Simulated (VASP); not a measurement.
A run of VASP 6.6.1:

File INCAR:

```
SYSTEM = CuSn7O15
  PREC = Accurate
  ENCUT = 520
  EDIFF = 1E-6
  ISMEAR = -1
  SIGMA = 0.01
  LREAL = .FALSE.
  LASPH = .TRUE.
  NELM = 200
  ALGO = Normal
  ISIF = 2
  LWAVE = .FALSE.
  LCHARG = .TRUE.
  ISPIN = 2
  MAGMOM = 0.01 0.01 0.01 0.01 0.01 0.01 0.01 0 0.09 0 0.09 0 0.01 0 0 0 0.09 0 0.09 0 0.05 0 0.41
  LORBIT = 11
  NUPDOWN = 1.0
  LMAXMIX = 4
  GGA = PE
  LELF = .TRUE.
  LVHAR = .TRUE.
  NBANDS = 120
  GGA_COMPAT = .FALSE.
```

Contents of KPOINTS:

```
Automatic mesh
0
G
  1 1 1
  0 0 0
```

POSCAR

```
CuSn7O15
1.0
    4.8274600320      4.8274600320      0.0000000000
   -4.8274600320      4.8274600320      0.0000000000
    0.0000000000      0.0000000000      6.4759066843
Sn O Cu
7 15 1
Direct
    0.0151515424      0.5007973967      0.2369743388
    0.4974926127      0.0004568411      0.2510919674
   -0.0069238703      0.0013192787     -0.0003506420
    0.5108900525      0.5008091566     -0.0010082833
    0.0144319793      0.5012068784      0.7637857182
    0.4981239517      0.0008290269      0.7469599169
   -0.0030697647      0.0011645916      0.4995099465
   -0.0058224669      0.8046423877      0.2502600440
    0.5080319482      0.3102152630      0.2543362088
   -0.0118160406      0.1973734790      0.2506531120
    0.5028310095      0.6903436526      0.2545633453
    0.2986698360      0.0044052262     -0.0013773906
    0.8177315364      0.5042692409      0.0005160931
    0.2042814522      0.4968638841     -0.0000688865
    0.6904113639     -0.0031580449     -0.0007589834
   -0.0065470587      0.8047595308      0.7489459904
    0.5119036853      0.3115830719      0.7425480578
   -0.0122817796      0.1977547602      0.7486347136
    0.5044349496      0.6903418168      0.7424491590
    0.2996959244      0.0044724011      0.4995043251
    0.1558174484      0.5001457630      0.5007784217
    0.6940852253     -0.0032245413      0.4990121130
    0.4934746335      0.5001126849      0.4979728251
```

Potentials or basis: VASP PAW PBE potentials, release 64 (Sn_d, O, Cu).

The run is started by

```console
$ cat potpaw_PBE.64/Sn_d/POTCAR potpaw_PBE.64/O/POTCAR potpaw_PBE.64/Cu/POTCAR > POTCAR
$ mpirun -np 1 vasp_gam > vasp.out
```

Hardware: 1 thread of Intel Xeon 8259CL, with other jobs on the host.

Estimate the wall time of this run.

Run time: 4.3 min on 1 thread of Intel Xeon 8259CL (shared host), peak memory 0.46 GiB. Counts: scf iterations 25, k points 1.
